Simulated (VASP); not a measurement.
Wanted: the native input for a VASP 6.6.1 run.

```yaml
Task: single point
Functional: LDA
Potentials_or_basis: VASP PAW LDA potentials, release 64 (Tc_pv, Pt)
Cutoff: 520 eV
k_mesh: 7 × 7 × 4
Occupations: fermi-dirac, width 0.1 eV
Spin: no spin polarisation
Dipole_correction: no
Further_INCAR_settings: ALGO = Normal; EDIFF = 1e-07; NBANDS = 18
```

The structure of TcPt lies in POSCAR:

```
TcPt
1.0
    2.7281819433      0.0000000000      0.0000000000
   -1.3640909717      2.3626748691      0.0000000000
    0.0000000000      0.0000000000      4.3979694998
Tc Pt
1 1
Direct
    0.6666666667      0.3333333333      0.0000000000
    0.0000000000      0.0000000000      0.5000000000
```

The input as run:

INCAR

```
PREC = Accurate ; ENCUT = 520
EDIFF = 1E-7 ; ISMEAR = -1
SIGMA = 0.1 ; LREAL = False
LASPH = True ; NELM = 100
ALGO = Normal ; ISIF = 2
LWAVE = False ; LCHARG = False
GGA = CA ; NBANDS = 18
```

KPOINTS

```
Automatic mesh
0
Gamma
  7 7 4
```

Potentials or basis: VASP PAW LDA potentials, release 64 (Tc_pv, Pt).

Launch:

```console
$ cat potpaw_LDA.64/Tc_pv/POTCAR potpaw_LDA.64/Pt/POTCAR > POTCAR
$ mpirun -np 1 vasp_std > vasp.out
```

Results of the run:

| Item | Value |
| --- | --- |
| Pressure | 0.6 GPa |

Caveat: the k points lie up to 0.38 Å⁻¹ apart.

It took 7 s on 1 thread of Intel(R) Xeon(R) Platinum 8488C (Sapphire Rapids), on a shared host, peak memory 0.13 GiB.
